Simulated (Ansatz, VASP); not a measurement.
# Li2S3 in VASP and in Ansatz

```xyz
5
Lattice="4.9524 0.0000 0.0000 -2.4762 4.2889 0.0000 0.0000 0.0000 3.8111" Properties=species:S:1:pos:R:3 pbc="T T T"
Li    2.4762    1.4296    1.9055
Li    0.0000    2.8593    1.9055
S     3.5511    0.0000    0.0000
S     0.7007    1.2136    0.0000
S    -1.7755    3.0753    0.0000
```

Alike in both runs: task relaxation of cell and atoms; functional PBE; k mesh 12 × 12 × 10; occupations gaussian, width 0.1 eV; no spin polarisation.

```csv
,VASP,Ansatz
version,VASP 6.6.1,Ansatz 0.2.0
potentials or method,"VASP PAW PBE potentials, release 64 (Li_sv, S), cutoff 600 eV","scalar-relativistic, plane waves, PAW"
valence electrons in the cell,24,24
```

VASP gave:

```
gap on the k mesh at the Fermi level, each at its own relaxed structure (eV) : none
relaxed volume (Å³/atom)                                                     : 16.18
relaxed length of the cell vector where the two differ most in proportion (Å)              : 3.800
```

Question: What did Ansatz give for the same quantities?

Answer: gap on the k mesh at the Fermi level, each at its own relaxed structure (eV): none; relaxed volume (Å³/atom): 16.21; relaxed length of the cell vector where the two differ most in proportion (Å): 3.804.

A gap of «none» marks a metal or a gap that the smearing closes.

Noted on VASP's run: the cutoff is under 1.25 times that of the potentials, so the pressure is a little rough.
